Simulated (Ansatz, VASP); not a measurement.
## GdO: VASP beside Ansatz

```xyz
2
Lattice="0.0000 2.6819 2.6819 2.6819 0.0000 2.6819 2.6819 2.6819 0.0000" Properties=species:S:1:pos:R:3 pbc="T T T"
Gd    0.0000    0.0000    0.0000
O     4.0228    4.0228    4.0228
```

Alike in both runs: task single point; functional PBEsol; k mesh 9 × 9 × 9; occupations fermi-dirac, width 0.05 eV; collinear spin.

|  | VASP | Ansatz |
| --- | --- | --- |
| version | VASP 6.6.1 | Ansatz 0.2.0 |
| potentials or method | VASP PAW PBE potentials, release 64 (Gd, O) | Ansatz PAW |
| plane-wave cutoff (eV) | 520 | 420 |
| valence electrons in the cell | 24 | 24 |

|  | VASP | Ansatz | Ansatz less VASP |
| --- | --- | --- | --- |
| gap on the k mesh at the Fermi level (eV) | none | none | - |
| pressure (GPa) | -2.6 | -2.8 | -0.15 |
| net moment per atom (μB) | 3.76 | 3.75 | -0.007 |
| size of the moment on the site where the two differ most (μB) | 6.87 | 6.81 | -0.059 |

VASP's potentials were made for PBE, not for PBEsol. Site moments also hang on the region over which each program counts them. A gap of «none» marks a metal or a gap that the smearing closes.

Neither program's run includes spin-orbit coupling.
